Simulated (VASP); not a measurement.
# BeS (zincblende type) (F-43m) in VASP: a series of runs, part 2 of 2

VASP 6.6.1. The steps go on from the part before.

### Step 6. Single point, r2SCAN (volume scaled by 0.76)

Input file POSCAR:

```
BeS
1.0
    0.0000000000      2.2214407291      2.2214407291
    2.2214407291      0.0000000000      2.2214407291
    2.2214407291      2.2214407291      0.0000000000
Be S
1 1
Direct
    0.0000000000      0.0000000000      0.0000000000
    0.2500000000      0.2500000000      0.2500000000
```

Input file INCAR.step1:

```
SYSTEM = BeS
PREC = Accurate
ENCUT = 520
ISMEAR = -1
SIGMA = 0.05
LREAL = .FALSE.
LASPH = .TRUE.
NELM = 60
NBANDS = 11
GGA = PE
ALGO = Normal
EDIFF = 1E-4
LWAVE = .TRUE.
LCHARG = .FALSE.
```

Input file INCAR.step2:

```
SYSTEM = BeS
PREC = Accurate
ENCUT = 520
EDIFF = 1E-6
ISMEAR = -1
SIGMA = 0.05
LREAL = .FALSE.
LASPH = .TRUE.
NELM = 60
ALGO = Normal
ISIF = 2
LWAVE = .FALSE.
LCHARG = .FALSE.
METAGGA = R2SCAN
LMIXTAU = .TRUE.
NBANDS = 11
ISTART = 1
```

Input file KPOINTS:

```
Automatic mesh
0
G
  15 15 15
  0 0 0
```

Potentials or basis: VASP PAW PBE potentials, release 64 (Be, S).

Started as:

```
cat potpaw_PBE.64/Be/POTCAR potpaw_PBE.64/S/POTCAR > POTCAR
cp INCAR.step1 INCAR
mpirun -np 1 vasp_std > vasp.out
cp INCAR.step2 INCAR
mpirun -np 1 vasp_std > vasp.out
```

OUTCAR:

```text
SYSTEM = BeS
   PREC = Accurate
   ENCUT = 520
   EDIFF = 1E-6
   ISMEAR = -1
   LREAL = .FALSE.
   LASPH = .TRUE.
   NELM = 60
   ISIF = 2
   METAGGA = R2SCAN
   ISTART = 1

 ion  position               nearest neighbor table
   1  0.000  0.000  0.000-   2 1.92   2 1.92   2 1.92   2 1.92
   2  0.250  0.250  0.250-   1 1.92   1 1.92   1 1.92   1 1.92

  LATTYP: Found a face centered cubic cell.
 ALAT       =     4.4428814582

  Lattice vectors:

 A1 = (   0.0000000000,   2.2214407291,   2.2214407291)
 A2 = (   2.2214407291,   0.0000000000,   2.2214407291)
 A3 = (   2.2214407291,   2.2214407291,   0.0000000000)

Analysis of symmetry for initial positions (statically):
=====================================================================
 Subroutine PRICEL returns:
 Original cell was already a primitive cell.

 Routine SETGRP: Setting up the symmetry group for a
 face centered cubic supercell.

 Subroutine GETGRP returns: Found 24 space group operations
 (whereof 24 operations were pure point group operations)
 out of a pool of 48 trial point group operations.

The static configuration has the point symmetry T_d .

Analysis of symmetry for dynamics (positions and initial velocities):
=====================================================================
 Subroutine PRICEL returns:
 Original cell was already a primitive cell.

 Routine SETGRP: Setting up the symmetry group for a
 face centered cubic supercell.

 Subroutine GETGRP returns: Found 24 space group operations
 (whereof 24 operations were pure point group operations)
 out of a pool of 48 trial point group operations.

The dynamic configuration has the point symmetry T_d .

 Subroutine INISYM returns: Found 24 space group operations
 (whereof 24 operations are pure point group operations),
 and found     1 'primitive' translations

----------------------------------------------------------------------------------------
[... 118 lines left out ...]
   METAGGA = R2SCAN    functional components
   LHFCALC =     F    Hartree Fock is set to
   AEXX    =    0.0000 exact exchange contribution
   IVDW    =     0    specifies the selected vdW correction
   LEPSILON=     F    determine dielectric tensor
   LRPA    =     F    only Hartree local field effects (RPA)
 non-spin polarized calculation
  energy-cutoff  :      520.00
  volume of cell :       21.92
 maximum number of plane-waves:       609
   NGX = 11   NGY = 11   NGZ = 11

 number of electron       7.9999999 magnetization

 Free energy of the ion-electron system (eV)
  ---------------------------------------------------
  ext. energy  EPLUGINS =         0.00000000
  ---------------------------------------------------
  free energy    TOTEN  =       -13.99936581 eV

  energy without entropy =      -13.99936581  energy(sigma->0) =      -13.99936581

 E-fermi :   8.0675     XC(G=0): -11.3834

 val. band max:        7.1198028875   @ k =   0.0000   0.0000   0.0000
 cond. band min:       9.9673661374   @ k =   0.4667   0.4667   0.0000
 fundamental gap:      2.8475632499
 Fermi energy:         8.0675432176

 k-point     1 :       0.0000    0.0000    0.0000
  band No.  band energies     occupation
      1      -9.3416      2.00000
      2       7.1198      2.00000
      3       7.1198      2.00000
      4       7.1198      2.00000
      5      13.0329      0.00000
      6      13.0329      0.00000
      7      13.0329      0.00000
      8      16.4273      0.00000
      9      20.9870      0.00000
     10      20.9870      0.00000
     11      25.2309      0.00000
[... 309 lines left out ...]
 k-point    24 :       0.2000    0.1333    0.0000
  band No.  band energies     occupation
      1      -8.6990      2.00000
      2       4.7407      2.00000
      3       5.6968      2.00000
      4       5.9993      2.00000
      5      12.5422      0.00000
      6      15.2023      0.00000
      7      15.2888      0.00000
      8      16.3801      0.00000
      9      19.9997      0.00000
     10      21.5514      0.00000
     11      25.6960      0.00000

 [... further k-points ...]

------------------------ aborting loop because EDIFF is reached ----------------------------------------

  FORCE on cell =-STRESS in cart. coord.  units (eV):
  Direction    XX          YY          ZZ          XY          YZ          ZX
  --------------------------------------------------------------------------------------
  -------------------------------------------------------------------------------------
  Total        6.1019264      6.1019264      6.1019264     -0.0000000      0.0000000     -0.0000000
  in kB      445.9060494    445.9060494    445.9060494     -0.0000000      0.0000000     -0.0000000
  external PRESSURE =     445.9060494 kB  Pullay stress =       0.0000000 kB

 VOLUME and BASIS-vectors are now :
 -----------------------------------------------------------------------------
  energy-cutoff  :      520.00
  volume of cell :       21.92
      direct lattice vectors                 reciprocal lattice vectors
     0.000000000  2.221440729  2.221440729    -0.225079154  0.225079154  0.225079154
     2.221440729  0.000000000  2.221440729     0.225079154 -0.225079154  0.225079154
     2.221440729  2.221440729  0.000000000     0.225079154  0.225079154 -0.225079154

 POSITION                                       TOTAL-FORCE (eV/Angst)
 -----------------------------------------------------------------------------------
      0.00000      0.00000      0.00000        -0.000000     -0.000000     -0.000000
      1.11072      1.11072      1.11072         0.000000      0.000000      0.000000
 -----------------------------------------------------------------------------------
    total drift:                               -0.000000     -0.000000     -0.000000

  FREE ENERGIE OF THE ION-ELECTRON SYSTEM (eV)
  ---------------------------------------------------
  free  energy   TOTEN  =       -13.9993658148 eV

  energy  without entropy=      -13.9993658148  energy(sigma->0) =      -13.99936581
```

It took 44 s on 1 thread of Intel Xeon Platinum 8488C (Sapphire Rapids), shared host; peak memory 0.15 GiB.

What came out:

```yaml
Free_energy: -13.9994 eV
Pressure: 44.6 GPa
Band_gap_on_the_k_mesh: 2.85 eV, indirect (least direct gap 5.91 eV)
```

Caveat: the PAW data sets were made with another functional, which shifts forces and pressure a little.

### Step 7. The runs side by side

```csv
cell,gap on the mesh (eV),pressure (GPa)
"a = 2.638 Å, angles 60.0°, 2 atoms",0.40,328.2
"a = 2.768 Å, angles 60.0°, 2 atoms",1.16,208.8
"a = 2.904 Å, angles 60.0°, 2 atoms",1.86,126.6
"a = 3.027 Å, angles 60.0°, 2 atoms",2.42,76.4
"a = 3.142 Å, angles 60.0°, 2 atoms",2.85,44.6
```

Alike in all rows: task single point; level r2SCAN; potentials or basis VASP PAW PBE potentials, release 64 (Be, S); no spin polarisation; k mesh 15 × 15 × 15; cutoff (eV) 520; smearing fermi-dirac 0.05 eV.

Caveats: the PAW data sets were made with another functional, which shifts forces and pressure a little.

Total energies depend on the potentials used, so only differences within one code and one set of settings carry meaning.
